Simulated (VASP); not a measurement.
# Tl (P4/mmm) in VASP: single point with PBEsol+D3(BJ)

Aim: the single point of Tl with PBEsol+D3(BJ).

All numbers are computed with VASP 6.6.1; they aren't measurements. Logs are shortened: lines on timing, memory, paths and dates and some standing lists are left out, and cuts for length are marked.

## Step 1: The cell of the first run

The structure is tetragonal, space group P4/mmm (No. 123). Conventional cell: a = 4.123 Å, b = 4.123 Å, c = 5.827 Å, α = 90.00°, β = 90.00°, γ = 90.00°. Tl (site symmetry 4/mmm) has 4 Tl at 4.12 Å within 5.4 Å.

## Step 2: Single point, PBEsol+D3(BJ)

Contents of INCAR:

```
PREC = Accurate
ENCUT = 520
EDIFF = 1E-7
ISMEAR = 0
SIGMA = 0.1
LREAL = F
LASPH = T
NELM = 100
ALGO = Normal
ISIF = 2
LWAVE = F
LCHARG = F
GGA = PS
IVDW = 12
NBANDS = 12
```

Contents of KPOINTS:

```
Automatic mesh
0
Gamma
  4 4 3
```

Contents of POSCAR:

```
Tl
1.0
    4.1227010000      0.0000000000      0.0000000000
    0.0000000000      4.1227010000      0.0000000000
    0.0000000000      0.0000000000      5.8267790000
Tl
1
Direct
    0.0000000000      0.0000000000      0.0000000000
```

Potentials or basis: VASP PAW PBE potentials, release 64 (Tl_d).

The run is started by

```sh
$ cat potpaw_PBE.64/Tl_d/POTCAR > POTCAR
$ mpirun -np 1 vasp_std > vasp.out
```

OUTCAR:

```text
PREC = Accurate
   ENCUT = 520
   EDIFF = 1E-7
   ISMEAR = 0
   LREAL = F
   LASPH = T
   NELM = 100
   ISIF = 2
   GGA = PS
   IVDW = 12
 IVDW          = 12

 ion  position               nearest neighbor table
   1  0.000  0.000  0.000-

  LATTYP: Found a simple tetragonal cell.
 ALAT       =     4.1227010000
 C/A-ratio  =     1.4133401864

  Lattice vectors:

 A1 = (   4.1227010000,   0.0000000000,   0.0000000000)
 A2 = (   0.0000000000,   4.1227010000,   0.0000000000)
 A3 = (   0.0000000000,   0.0000000000,   5.8267790000)

Analysis of symmetry for initial positions (statically):
=====================================================================
 Subroutine PRICEL returns:
 Original cell was already a primitive cell.

 Routine SETGRP: Setting up the symmetry group for a
 simple tetragonal supercell.

 Subroutine GETGRP returns: Found 16 space group operations
 (whereof 16 operations were pure point group operations)
 out of a pool of 16 trial point group operations.

The static configuration has the point symmetry D_4h.

Analysis of symmetry for dynamics (positions and initial velocities):
=====================================================================
 Subroutine PRICEL returns:
 Original cell was already a primitive cell.

 Routine SETGRP: Setting up the symmetry group for a
 simple tetragonal supercell.

 Subroutine GETGRP returns: Found 16 space group operations
 (whereof 16 operations were pure point group operations)
 out of a pool of 16 trial point group operations.

The dynamic configuration has the point symmetry D_4h.

 Subroutine INISYM returns: Found 16 space group operations
 (whereof 16 operations are pure point group operations),
 and found     1 'primitive' translations

----------------------------------------------------------------------------------------

                                     Primitive cell

  volume of cell :      99.0358

  direct lattice vectors                    reciprocal lattice vectors
     4.122701000  0.000000000  0.000000000     0.242559429  0.000000000  0.000000000
     0.000000000  4.122701000  0.000000000     0.000000000  0.242559429  0.000000000
     0.000000000  0.000000000  5.826779000     0.000000000  0.000000000  0.171621405

  length of vectors
     4.122701000  4.122701000  5.826779000     0.242559429  0.242559429  0.171621405

  position of ions in fractional coordinates (direct lattice)
     0.000000000  0.000000000  0.000000000

  ion indices of the primitive-cell ions
   primitive index   ion index
                 1           1

----------------------------------------------------------------------------------------

 KPOINTS: Automatic mesh

Automatic generation of k-mesh.
 Grid dimensions read from file:
 generate k-points for:    4    4    3

 Generating k-lattice:

  Cartesian coordinates                     Fractional coordinates (reciprocal lattice)
     0.060639857  0.000000000  0.000000000     0.250000000  0.000000000  0.000000000
     0.000000000  0.060639857  0.000000000     0.000000000  0.250000000  0.000000000
     0.000000000  0.000000000  0.057207135     0.000000000  0.000000000  0.333333333

  Length of vectors
     0.060639857  0.060639857  0.057207135

  Shift w.r.t. Gamma in fractional coordinates (k-lattice)
     0.000000000  0.000000000  0.000000000

 Subroutine IBZKPT returns following result:
 ===========================================

 Found     12 irreducible k-points:

 Following reciprocal coordinates:
            Coordinates               Weight
  0.000000  0.000000  0.000000      1.000000
  0.250000  0.000000  0.000000      4.000000
  0.500000  0.000000  0.000000      2.000000
  0.250000  0.250000  0.000000      4.000000
  0.500000  0.250000  0.000000      4.000000
  0.500000  0.500000  0.000000      1.000000
  0.000000  0.000000  0.333333      2.000000
  0.250000  0.000000  0.333333      8.000000
  0.500000  0.000000  0.333333      4.000000
  0.250000  0.250000  0.333333      8.000000
  0.500000  0.250000  0.333333      8.000000
  0.500000  0.500000  0.333333      2.000000
   k-points           NKPTS =     12   k-points in BZ     NKDIM =     12   number of bands    NBANDS=     12
   number of dos      NEDOS =    301   number of ions     NIONS =      1
   total plane-waves  NPLWV =  49152
   dimension x,y,z NGX =    32 NGY =   32 NGZ =   48
   dimension x,y,z NGXF=    64 NGYF=   64 NGZF=   96
   ions per type =               1
   NGX,Y,Z   is equivalent  to a cutoff of  12.90, 12.90, 13.70 a.u.
   NGXF,Y,Z  is equivalent  to a cutoff of  25.81, 25.81, 27.39 a.u.
 SYSTEM =  unknown system
   PREC   = accura    normal or accurate (medium, high low for compatibility)
   ISTART =      0    job   : 0-new  1-cont  2-samecut
   ICHARG =      2    charge: 1-file 2-atom 10-const
   ISPIN  =      1    spin polarized calculation?
   LNONCOLLINEAR =      F non collinear calculations
   LSORBIT =      F    spin-orbit coupling
   LASPH  =      T    aspherical Exc in radial PAW
   ENCUT  =  520.0 eV  38.22 Ry    6.18 a.u.   7.67  7.67 10.83*2*pi/ulx,y,z
   NELM   =    100;   NELMIN=  2; NELMDL= -5     # of ELM steps
   EDIFF  = 0.1E-06   stopping-criterion for ELM
   LREAL  =      F    real-space projection
   EDIFFG = 0.1E-05   stopping-criterion for IOM
   NSW    =      0    number of steps for IOM
   IBRION =     -1    ionic relax: 0-MD 1-quasi-New 2-CG
   NFREE  =      0    steps in history (QN), initial steepest desc. (CG)
   ISIF   =      2    stress and relaxation
   ISYM   =      2    0-nonsym 1-usesym 2-fastsym
   POTIM  = 0.5000    time-step for ionic-motion
   TEBEG  =    0.0;   TEEND  =   0.0 temperature during run
   PSTRESS=    0.0 pullay stress
   NELECT =      13.0000    total number of electrons
   NUPDOWN=      -1.0000    fix difference up-down
   EMIN   =  10.00;   EMAX   =-10.00  energy-range for DOS
   EFERMI =   0.00;   METHOD = LEGACY
   ISMEAR =     0;   SIGMA  =   0.10  broadening in eV -4-tet -1-fermi 0-gaus
   EFERMI_NEDOS =   21; number of points for ismear=-14 and -15
   IALGO  =     38    algorithm
   IMIX   =      4    mixing-type and parameters
     AMIX     =   0.40;   BMIX     =  1.00
     AMIX_MAG =   1.60;   BMIX_MAG =  1.00
  volume/ion in A,a.u.               =      99.04       668.33
  Fermi-wavevector in a.u.,A,eV,Ry     =   0.832004  1.572259  9.418361  0.692230
  Thomas-Fermi vector in A             =   1.944986
   LORBIT       =      0    0 simple, 1 ext, 2 COOP (PROOUT), +10 PAW based schemes
   GGA     = PS    functional components
   LHFCALC =     F    Hartree Fock is set to
   AEXX    =    0.0000 exact exchange contribution
   IVDW    =    12    specifies the selected vdW correction
   LEPSILON=     F    determine dielectric tensor
   LRPA    =     F    only Hartree local field effects (RPA)
 non-spin polarized calculation
 Gauss-broadening in eV      SIGMA  =   0.10
  energy-cutoff  :      520.00
  volume of cell :       99.04
 maximum number of plane-waves:      2701
 NGX is ok and might be reduce to    32
   NGX = 15   NGY = 15   NGZ = 21

 number of electron      12.9999996 magnetization

 Free energy of the ion-electron system (eV)
  ---------------------------------------------------
  ext. energy  EPLUGINS =         0.00000000
  ---------------------------------------------------
  free energy    TOTEN  =        -1.46135794 eV

  energy without entropy =       -1.44998872  energy(sigma->0) =       -1.45567333

 E-fermi :  -0.1157     XC(G=0):  -5.2805

 val. band max:       -0.5807981840   @ k =   0.0000   0.0000   0.3333
 cond. band min:      -0.1054181978   @ k =   0.2500   0.0000   0.3333
 fundamental gap:      0.4753799862
 Fermi energy:        -0.1156910043

 k-point     1 :       0.0000    0.0000    0.0000
  band No.  band energies     occupation
      1     -12.3951      2.00000
      2     -12.3525      2.00000
      3     -12.3230      2.00000
      4     -12.3230      2.00000
      5     -12.2328      2.00000
      6      -7.1883      2.00000
      7       0.4520      0.00000
      8       2.3072      0.00000
      9       3.3933      0.00000
     10       3.3933      0.00000
     11       5.7019      0.00000
     12       6.9279      0.00000

 k-point     2 :       0.2500    0.0000    0.0000
  band No.  band energies     occupation
      1     -12.3863      2.00000
      2     -12.3407      2.00000
      3     -12.3215      2.00000
      4     -12.3077      2.00000
      5     -12.2483      2.00000
      6      -6.8487      2.00000
      7       0.4447      0.00000
      8       0.8888      0.00000
      9       3.1102      0.00000
     10       3.7870      0.00000
     11       6.7125      0.00000
     12       7.0631      0.00000

 k-point     3 :       0.5000    0.0000    0.0000
  band No.  band energies     occupation
      1     -12.3821      2.00000
      2     -12.3583      2.00000
      3     -12.3201      2.00000
      4     -12.2637      2.00000
      5     -12.2586      2.00000
      6      -6.3952      2.00000
      7      -1.1611      2.00000
      8       1.5014      0.00000
      9       4.2875      0.00000
     10       4.4097      0.00000
     11       5.0684      0.00000
     12       5.4470      0.00000
[... 106 lines left out ...]
 k-point    11 :       0.5000    0.2500    0.3333
  band No.  band energies     occupation
      1     -12.3569      2.00000
      2     -12.3536      2.00000
      3     -12.3376      2.00000
      4     -12.2837      2.00000
      5     -12.2289      2.00000
      6      -6.0426      2.00000
      7      -0.5851      2.00000
      8       1.1418      0.00000
      9       1.6900      0.00000
     10       3.8289      0.00000
     11       5.5440      0.00000
     12       6.4969      0.00000

 k-point    12 :       0.5000    0.5000    0.3333
  band No.  band energies     occupation
      1     -12.3548      2.00000
      2     -12.3548      2.00000
      3     -12.3370      2.00000
      4     -12.3036      2.00000
      5     -12.1895      2.00000
      6      -5.6288      2.00000
      7       0.0422      0.02551
      8       0.0422      0.02551
      9       1.8096      0.00000
     10       3.8113      0.00000
     11       5.2329      0.00000
     12       5.2329      0.00000

------------------------ aborting loop because EDIFF is reached ----------------------------------------

 Edisp (eV)   -0.21025

 E8    (eV) :    -0.1559

  FORCE on cell =-STRESS in cart. coord.  units (eV):
  Direction    XX          YY          ZZ          XY          YZ          ZX
  --------------------------------------------------------------------------------------
  -------------------------------------------------------------------------------------
  Total      -2.01602    -2.01602    -0.55891     0.00000     0.00000    -0.00000
  in kB     -32.61462   -32.61462    -9.04194     0.00000     0.00000    -0.00000
  external pressure =      -24.76 kB  Pullay stress =        0.00 kB

 VOLUME and BASIS-vectors are now :
 -----------------------------------------------------------------------------
  energy-cutoff  :      520.00
  volume of cell :       99.04
      direct lattice vectors                 reciprocal lattice vectors
     4.122701000  0.000000000  0.000000000     0.242559429  0.000000000  0.000000000
     0.000000000  4.122701000  0.000000000     0.000000000  0.242559429  0.000000000
     0.000000000  0.000000000  5.826779000     0.000000000  0.000000000  0.171621405

 POSITION                                       TOTAL-FORCE (eV/Angst)
 -----------------------------------------------------------------------------------
      0.00000      0.00000      0.00000         0.000000      0.000000      0.000000
 -----------------------------------------------------------------------------------
    total drift:                               -0.000000     -0.000000     -0.000000

  FREE ENERGIE OF THE ION-ELECTRON SYSTEM (eV)
  ---------------------------------------------------
  free  energy   TOTEN  =        -1.6716120516 eV

  energy  without entropy=       -1.6602428274  energy(sigma->0) =       -1.66592744
```

It took 12 s on 1 thread of Intel Xeon Platinum 8488C (Sapphire Rapids), shared host; peak memory 0.21 GiB.

What came out:

* Free energy: -1.6716 eV
* Pressure: -2.5 GPa
* Dispersion energy per atom: -0.210 eV

Caveat: the k points lie up to 0.38 Å⁻¹ apart; the PAW data sets were made with another functional, which shifts forces and pressure a little; spin-orbit coupling is left out, which moves the levels of the heavy elements; pairwise dispersion overbinds metals, which lowers pressure and volume.
